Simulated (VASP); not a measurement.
Set up this calculation in VASP 6.6.1, as the native input.

```
Task                   : single point
Functional             : r2SCAN
Potentials or basis    : VASP PAW PBE potentials, release 64 (Bi_d, Se)
Cutoff                 : 520 eV
k mesh                 : 8 × 8 × 8
Occupations            : gaussian, width 0.01 eV
Spin                   : no spin polarisation
Dipole correction      : no
Further INCAR settings : ALGO = Normal; EDIFF = 1e-06; NBANDS = 32
```

Crystal: Bi2Se3.

```
Bi Se
1.0
     2.09190    1.20776    9.85186
    -2.09190    1.20776    9.85186
     0.00000   -2.41551    9.85186
Bi Se
2 3
Direct
  0.39854 0.39854 0.39854
  0.60146 0.60146 0.60146
  0.21599 0.21599 0.21599
  0.78401 0.78401 0.78401
  0.00000 0.00000 0.00000
```

This cell differs from its parent crystal: strain +1.0%.

These files were run (other wordings do the same):

POSCAR

```
Bi2Se3
1.0
    2.0918954047      1.2077563750      9.8518593788
   -2.0918954047      1.2077563750      9.8518593788
    0.0000000000     -2.4155127501      9.8518593788
Bi Se
2 3
Direct
    0.3985381778      0.3985381778      0.3985381778
    0.6014618222      0.6014618222      0.6014618222
    0.2159946233      0.2159946233      0.2159946233
    0.7840053767      0.7840053767      0.7840053767
    0.0000000000      0.0000000000      0.0000000000
```

INCAR.step1

```
SYSTEM = Bi2Se3
PREC = Accurate
ENCUT = 520
ISMEAR = 0
SIGMA = 0.01
LREAL = .False.
LASPH = .True.
NELM = 80
NBANDS = 32
GGA = PE
ALGO = Normal
EDIFF = 1E-4
LWAVE = .True.
LCHARG = .False.
```

INCAR.step2

```
SYSTEM = Bi2Se3
PREC = Accurate
ENCUT = 520
EDIFF = 1E-6
ISMEAR = 0
SIGMA = 0.01
LREAL = .False.
LASPH = .True.
NELM = 80
ALGO = Normal
ISIF = 2
LWAVE = .False.
LCHARG = .False.
METAGGA = R2SCAN
LMIXTAU = .True.
NBANDS = 32
ISTART = 1
```

KPOINTS

```
Automatic mesh
0
Gamma
  8 8 8
  0 0 0
```

Potentials or basis: VASP PAW PBE potentials, release 64 (Bi_d, Se).

The run is started by

```console
$ cat potpaw_PBE.64/Bi_d/POTCAR potpaw_PBE.64/Se/POTCAR > POTCAR
$ cp INCAR.step1 INCAR
$ mpirun -np 1 vasp_std > vasp.out
$ cp INCAR.step2 INCAR
$ mpirun -np 1 vasp_std > vasp.out
```

Results of the run:

```
Pressure               : -0.1 GPa
Largest force          : 0.031 eV/Å
Band gap on the k mesh : 0.67 eV
```

Caveat: the cell differs from its parent crystal (strain +1.0%); the PAW data sets were made with another functional, which shifts forces and pressure a little; spin-orbit coupling is left out, which moves the levels of the heavy elements.

Wall time 56 min on 1 thread of Intel(R) Xeon(R) 6975P-C (Granite Rapids), with other jobs on the host, peak memory 1.2 GiB.
